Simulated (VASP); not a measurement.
Set up this calculation in VASP 6.6.1, as the native input.

- Task: single point
- Functional: PBE
- Potentials or basis: VASP PAW PBE potentials, release 64 (Tl_d)
- Cutoff: 520 eV
- k mesh: 11 × 11 × 6
- Occupations: methfessel-paxton, width 0.15 eV
- Spin: no spin polarisation
- Dipole correction: no
- Further INCAR settings: ALGO = Normal; EDIFF = 1e-06; NBANDS = 20

The structure of Tl lies in POSCAR:

```
Tl
1.0
    3.4559983565      0.0000000000      0.0000000000
   -1.7279991783      2.9929823722      0.0000000000
    0.0000000000      0.0000000000      5.5250000000
Tl
2
Direct
    0.3333333333      0.6666666667      0.2500000000
    0.6666666667      0.3333333333      0.7500000000
```

The input as run:

INCAR

```
SYSTEM = Tl
PREC = Accurate ; ENCUT = 520
EDIFF = 1E-6 ; ISMEAR = 1
SIGMA = 0.15 ; LREAL = .False.
LASPH = .True. ; NELM = 80
ALGO = Normal ; ISIF = 2
LWAVE = .False. ; LCHARG = .False.
GGA = PE ; NBANDS = 20
```

KPOINTS

```
Automatic mesh
0
Gamma
  11 11 6
  0 0 0
```

Potentials or basis: VASP PAW PBE potentials, release 64 (Tl_d).

The run is started by

```bash
$ cat potpaw_PBE.64/Tl_d/POTCAR > POTCAR
$ mpirun -np 1 vasp_std > vasp.out
```

Results of the run:

| Property | Result |
| --- | --- |
| Pressure | 3.1 GPa |
| Band gap on the k mesh | zero (bands 13 and 14 overlap by 5.65 eV) |

Caveat: the cell stands under pressure; spin-orbit coupling is left out, which moves the levels of the heavy elements.

Run time: 61 s on 1 thread of Intel(R) Xeon(R) Platinum 8259CL CPU @ 2.50GHz (Skylake/Cascade Lake), on a shared host, peak memory 0.2 GiB.
